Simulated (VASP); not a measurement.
# SnTe (R3m) in VASP: further runs

The runs below take SnTe through single point, with PBEsol.

All numbers are computed with VASP 6.6.1; they aren't measurements. Logs are shortened: lines on timing, memory, paths and dates and some standing lists are left out, and cuts for length are marked.

## (1) The cell of the first run

Symmetry: R3m, No. 160, trigonal system. Conventional cell: a = 4.464 Å, b = 4.464 Å, c = 10.934 Å, α = 90.00°, β = 90.00°, γ = 120.00°. Sn (site symmetry 3m) has 6 Te at 2.90 to 3.47 Å within 3.8 Å. Within 3.8 Å of Te (site symmetry 3m) lie 6 Sn at 2.90 to 3.47 Å.

## (2) Single point, PBEsol (all Te atoms moved -0.500 Å, as atom 2 along Cartesian [1 1 1])

INCAR

```
SYSTEM = SnTe
  ALGO = Normal
  EDIFF = 1E-6
  ENCUT = 520
  GGA = PS
  ISIF = 2
  ISMEAR = 0
  LASPH = .TRUE.
  LCHARG = .FALSE.
  LREAL = .FALSE.
  LWAVE = .FALSE.
  NBANDS = 17
  NELM = 60
  PREC = Accurate
  SIGMA = 0.03
```

KPOINTS

```
k-points
0
G
  10 10 10
  0 0 0
```

POSCAR

```
SnTe
1.0
    0.0000000000      3.1565000000      3.1565000000
    3.1565000000      0.0000000000      3.1565000000
    3.1565000000      3.1565000000      0.0000000000
Sn Te
1 1
Direct
    0.0000000000      0.0000000000      0.0000000000
    0.4542729076      0.4542729076      0.4542729076
```

Potentials or basis: VASP PAW PBE potentials, release 64 (Sn_d, Te).

Started as:

```console
cat potpaw_PBE.64/Sn_d/POTCAR potpaw_PBE.64/Te/POTCAR > POTCAR
mpirun -np 1 vasp_std > vasp.out
```

OUTCAR:

```text
SYSTEM = SnTe
   EDIFF = 1E-6
   ENCUT = 520
   GGA = PS
   ISIF = 2
   ISMEAR = 0
   LASPH = .TRUE.
   LREAL = .FALSE.
   NELM = 60
   PREC = Accurate

 ion  position               nearest neighbor table
   1  0.000  0.000  0.000-   2 2.90   2 2.90   2 2.90   2 3.47   2 3.47   2 3.47
   2  0.454  0.454  0.454-   1 2.90   1 2.90   1 2.90   1 3.47   1 3.47   1 3.47

  LATTYP: Found a face centered cubic cell.
 ALAT       =     6.3130000000

  Lattice vectors:

 A1 = (   0.0000000000,   3.1565000000,   3.1565000000)
 A2 = (   3.1565000000,   0.0000000000,   3.1565000000)
 A3 = (   3.1565000000,   3.1565000000,   0.0000000000)

Analysis of symmetry for initial positions (statically):
=====================================================================
 Subroutine PRICEL returns:
 Original cell was already a primitive cell.

 Routine SETGRP: Setting up the symmetry group for a
 face centered cubic supercell.

 Subroutine GETGRP returns: Found  6 space group operations
 (whereof  6 operations were pure point group operations)
 out of a pool of 48 trial point group operations.

The static configuration has the point symmetry C_3v.

Analysis of symmetry for dynamics (positions and initial velocities):
=====================================================================
 Subroutine PRICEL returns:
 Original cell was already a primitive cell.

 Routine SETGRP: Setting up the symmetry group for a
 face centered cubic supercell.

 Subroutine GETGRP returns: Found  6 space group operations
 (whereof  6 operations were pure point group operations)
 out of a pool of 48 trial point group operations.

The dynamic configuration has the point symmetry C_3v.

 Subroutine INISYM returns: Found  6 space group operations
 (whereof  6 operations are pure point group operations),
 and found     1 'primitive' translations

----------------------------------------------------------------------------------------

                                     Primitive cell

  volume of cell :      62.8995

  direct lattice vectors                    reciprocal lattice vectors
     0.000000000  3.156500000  3.156500000    -0.158403295  0.158403295  0.158403295
     3.156500000  0.000000000  3.156500000     0.158403295 -0.158403295  0.158403295
     3.156500000  3.156500000  0.000000000     0.158403295  0.158403295 -0.158403295

  length of vectors
     4.463965110  4.463965110  4.463965110     0.274362555  0.274362555  0.274362555

[... 79 lines left out ...]
   NELM   =     60;   NELMIN=  2; NELMDL= -5     # of ELM steps
   EDIFF  = 0.1E-05   stopping-criterion for ELM
   LREAL  =      F    real-space projection
   EDIFFG = 0.1E-04   stopping-criterion for IOM
   NSW    =      0    number of steps for IOM
   IBRION =     -1    ionic relax: 0-MD 1-quasi-New 2-CG
   NFREE  =      0    steps in history (QN), initial steepest desc. (CG)
   ISIF   =      2    stress and relaxation
   ISYM   =      2    0-nonsym 1-usesym 2-fastsym
   POTIM  = 0.5000    time-step for ionic-motion
   TEBEG  =    0.0;   TEEND  =   0.0 temperature during run
   PSTRESS=    0.0 pullay stress
   NELECT =      20.0000    total number of electrons
   NUPDOWN=      -1.0000    fix difference up-down
   EMIN   =  10.00;   EMAX   =-10.00  energy-range for DOS
   EFERMI =   0.00;   METHOD = LEGACY
   ISMEAR =     0;   SIGMA  =   0.03  broadening in eV -4-tet -1-fermi 0-gaus
   EFERMI_NEDOS =   21; number of points for ismear=-14 and -15
   IALGO  =     38    algorithm
   IMIX   =      4    mixing-type and parameters
     AMIX     =   0.40;   BMIX     =  1.00
     AMIX_MAG =   1.60;   BMIX_MAG =  1.00
  volume/ion in A,a.u.               =      31.45       212.23
  Fermi-wavevector in a.u.,A,eV,Ry     =   1.117384  2.111549 16.987507  1.248547
  Thomas-Fermi vector in A             =   2.254006
   LORBIT       =      0    0 simple, 1 ext, 2 COOP (PROOUT), +10 PAW based schemes
   GGA     = PS    functional components
   LHFCALC =     F    Hartree Fock is set to
   AEXX    =    0.0000 exact exchange contribution
   IVDW    =     0    specifies the selected vdW correction
   LEPSILON=     F    determine dielectric tensor
   LRPA    =     F    only Hartree local field effects (RPA)
 non-spin polarized calculation
 Gauss-broadening in eV      SIGMA  =   0.03
  energy-cutoff  :      520.00
  volume of cell :       62.90
 maximum number of plane-waves:      1717
 NGX is ok and might be reduce to    36
   NGX = 17   NGY = 17   NGZ = 17

 number of electron      19.9999999 magnetization

 Free energy of the ion-electron system (eV)
  ---------------------------------------------------
  ext. energy  EPLUGINS =         0.00000000
  ---------------------------------------------------
  free energy    TOTEN  =        -8.17416993 eV

  energy without entropy =       -8.17416993  energy(sigma->0) =       -8.17416993

 E-fermi :   6.6134     XC(G=0):  -9.5896

 val. band max:        6.4916868059   @ k =   0.5000   0.0000   0.0000
 cond. band min:       6.9804252476   @ k =   0.5000   0.0000   0.0000
 fundamental gap:      0.4887384417
 Fermi energy:         6.6134116703

 k-point     1 :       0.0000    0.0000    0.0000
  band No.  band energies     occupation
      1     -14.9433      2.00000
      2     -14.9433      2.00000
      3     -14.9209      2.00000
      4     -14.9209      2.00000
      5     -14.9173      2.00000
      6      -6.2797      2.00000
[... 457 lines left out ...]
      4     -14.9138      2.00000
      5     -14.9129      2.00000
      6      -5.2187      2.00000
[... 9 lines left out ...]
     16      15.6496      0.00000
     17      16.3973      0.00000

 [... further k-points ...]

------------------------ aborting loop because EDIFF is reached ----------------------------------------

  FORCE on cell =-STRESS in cart. coord.  units (eV):
  Direction    XX          YY          ZZ          XY          YZ          ZX
  --------------------------------------------------------------------------------------
  -------------------------------------------------------------------------------------
  Total        1.0377853      1.0377853      1.0377853     -0.0073124     -0.0073124     -0.0073124
  in kB       26.4344758     26.4344758     26.4344758     -0.1862603     -0.1862603     -0.1862603
  external PRESSURE =      26.4344758 kB  Pullay stress =       0.0000000 kB

 VOLUME and BASIS-vectors are now :
 -----------------------------------------------------------------------------
  energy-cutoff  :      520.00
  volume of cell :       62.90
      direct lattice vectors                 reciprocal lattice vectors
     0.000000000  3.156500000  3.156500000    -0.158403295  0.158403295  0.158403295
     3.156500000  0.000000000  3.156500000     0.158403295 -0.158403295  0.158403295
     3.156500000  3.156500000  0.000000000     0.158403295  0.158403295 -0.158403295

 POSITION                                       TOTAL-FORCE (eV/Angst)
 -----------------------------------------------------------------------------------
      0.00000      0.00000      0.00000        -0.590790     -0.590790     -0.590790
      2.86782      2.86782      2.86782         0.590790      0.590790      0.590790
 -----------------------------------------------------------------------------------
    total drift:                                0.000292      0.000292      0.000292

  FREE ENERGIE OF THE ION-ELECTRON SYSTEM (eV)
  ---------------------------------------------------
  free  energy   TOTEN  =        -8.1741699339 eV

  energy  without entropy=       -8.1741699339  energy(sigma->0) =       -8.17416993
```

Wall time 41 s (1 thread of Intel Xeon 6975P-C (Granite Rapids), shared host); peak memory 0.29 GiB.

What came out:

| Quantity | Value |
| --- | --- |
| Free energy | -8.1742 eV |
| Pressure | 2.6 GPa |
| Largest force | 1.023 eV/Å |
| Band gap on the k mesh | 0.49 eV |

Forces in eV/Å, atoms in the order of the input:
```
Sn  -0.591 -0.591 -0.591
Te   0.591  0.591  0.591
```

Caveat: the cell differs from its parent crystal (all Te atoms moved -0.500 Å, as atom 2 along Cartesian [1 1 1]); semilocal functionals underestimate gaps, and a narrow one can read as zero; the PAW data sets were made with another functional, which shifts forces and pressure a little; spin-orbit coupling is left out, which moves the levels of the heavy elements.

## (3) Single point, PBEsol (all Te atoms moved +0.375 Å, as atom 2 along Cartesian [1 1 1])

INCAR

```
  PREC = Accurate
  ENCUT = 520
  EDIFF = 1E-7
  ISMEAR = 0
  SIGMA = 0.03
  LREAL = F
  LASPH = T
  NELM = 100
  ALGO = Normal
  ISIF = 2
  LWAVE = F
  LCHARG = F
  GGA = PS
  NBANDS = 17
```

KPOINTS

```
Automatic mesh
0
Gamma
  10 10 10
```

POSCAR: that of step 2 with these lines changed.

```diff
@@ -9,2 +9,2 @@
     0.0000000000      0.0000000000      0.0000000000
-    0.4542729076      0.4542729076      0.4542729076
+    0.5342953193      0.5342953193      0.5342953193
```

Potentials or basis: VASP PAW PBE potentials, release 64 (Sn_d, Te).

Started as:

```console
cat potpaw_PBE.64/Sn_d/POTCAR potpaw_PBE.64/Te/POTCAR > POTCAR
mpirun -np 1 vasp_std > vasp.out
```

OUTCAR:

```text
PREC = Accurate
   ENCUT = 520
   EDIFF = 1E-7
   ISMEAR = 0
   LREAL = F
   LASPH = T
   NELM = 100
   ISIF = 2
   GGA = PS

 ion  position               nearest neighbor table
   1  0.000  0.000  0.000-   2 2.96   2 2.96   2 2.96   2 3.39   2 3.39   2 3.39
   2  0.534  0.534  0.534-   1 2.96   1 2.96   1 2.96   1 3.39   1 3.39   1 3.39

  LATTYP: Found a face centered cubic cell.
 ALAT       =     6.3130000000

  Lattice vectors:

[... 665 lines left out ...]

 [... further k-points ...]

------------------------ aborting loop because EDIFF is reached ----------------------------------------

  FORCE on cell =-STRESS in cart. coord.  units (eV):
  Direction    XX          YY          ZZ          XY          YZ          ZX
  --------------------------------------------------------------------------------------
  -------------------------------------------------------------------------------------
  Total        0.5023293      0.5023293      0.5023293      0.0763324      0.0763324      0.0763324
  in kB       12.7953354     12.7953354     12.7953354      1.9443387      1.9443387      1.9443387
  external PRESSURE =      12.7953354 kB  Pullay stress =       0.0000000 kB

 VOLUME and BASIS-vectors are now :
 -----------------------------------------------------------------------------
  energy-cutoff  :      520.00
  volume of cell :       62.90
      direct lattice vectors                 reciprocal lattice vectors
     0.000000000  3.156500000  3.156500000    -0.158403295  0.158403295  0.158403295
     3.156500000  0.000000000  3.156500000     0.158403295 -0.158403295  0.158403295
     3.156500000  3.156500000  0.000000000     0.158403295  0.158403295 -0.158403295

 POSITION                                       TOTAL-FORCE (eV/Angst)
 -----------------------------------------------------------------------------------
      0.00000      0.00000      0.00000         0.329552      0.329552      0.329552
      3.37301      3.37301      3.37301        -0.329552     -0.329552     -0.329552
 -----------------------------------------------------------------------------------
    total drift:                               -0.000150     -0.000150     -0.000150

  FREE ENERGIE OF THE ION-ELECTRON SYSTEM (eV)
  ---------------------------------------------------
  free  energy   TOTEN  =        -8.2730108015 eV

  energy  without entropy=       -8.2730108015  energy(sigma->0) =       -8.27301080
```

OSZICAR:

```text
N       E                     dE             d eps       ncg     rms          rms(c)
DAV:   1     0.126603063267E+03    0.12660E+03   -0.95263E+03  3996   0.136E+03
DAV:   2     0.342512573719E+01   -0.12318E+03   -0.11976E+03  4268   0.334E+02
DAV:   3    -0.797997033949E+01   -0.11405E+02   -0.11330E+02  4867   0.899E+01
DAV:   4    -0.831025920201E+01   -0.33029E+00   -0.33003E+00  4733   0.160E+01
DAV:   5    -0.832312292909E+01   -0.12864E-01   -0.12863E-01  5795   0.305E+00    0.521E+00
DAV:   6    -0.827777263148E+01    0.45350E-01   -0.86003E-02  5425   0.237E+00    0.330E+00
DAV:   7    -0.827372265023E+01    0.40500E-02   -0.40826E-02  5100   0.127E+00    0.575E-01
DAV:   8    -0.827294369873E+01    0.77895E-03   -0.61632E-03  5075   0.642E-01    0.182E-01
DAV:   9    -0.827301406628E+01   -0.70368E-04   -0.42094E-04  4883   0.162E-01    0.332E-02
DAV:  10    -0.827301020172E+01    0.38646E-05   -0.35486E-05  5235   0.502E-02    0.162E-02
DAV:  11    -0.827301117907E+01   -0.97735E-06   -0.91740E-06  4921   0.268E-02    0.845E-03
DAV:  12    -0.827301092277E+01    0.25630E-06   -0.73540E-07  5065   0.862E-03    0.396E-03
DAV:  13    -0.827301079049E+01    0.13228E-06   -0.11739E-07  2816   0.302E-03    0.679E-04
DAV:  14    -0.827301080152E+01   -0.11025E-07   -0.17131E-08  2188   0.103E-03
   1 F= -.82730108E+01 E0= -.82730108E+01  d E =-.220595E-18
```

Run time: 46 s. Hardware: 1 thread of Intel Xeon 6975P-C (Granite Rapids), shared host; peak memory 0.29 GiB.

What came out:

- Free energy: -8.2730 eV
- Pressure: 1.3 GPa
- Largest force: 0.571 eV/Å
- Band gap on the k mesh: 0.39 eV

Forces in eV/Å, atoms in the order of the input:
```
Sn   0.330  0.330  0.330
Te  -0.330 -0.330 -0.330
```

Caveat: the cell differs from its parent crystal (all Te atoms moved +0.375 Å, as atom 2 along Cartesian [1 1 1]); semilocal functionals underestimate gaps, and a narrow one can read as zero; the PAW data sets were made with another functional, which shifts forces and pressure a little; spin-orbit coupling is left out, which moves the levels of the heavy elements. A k mesh can miss the band edges.
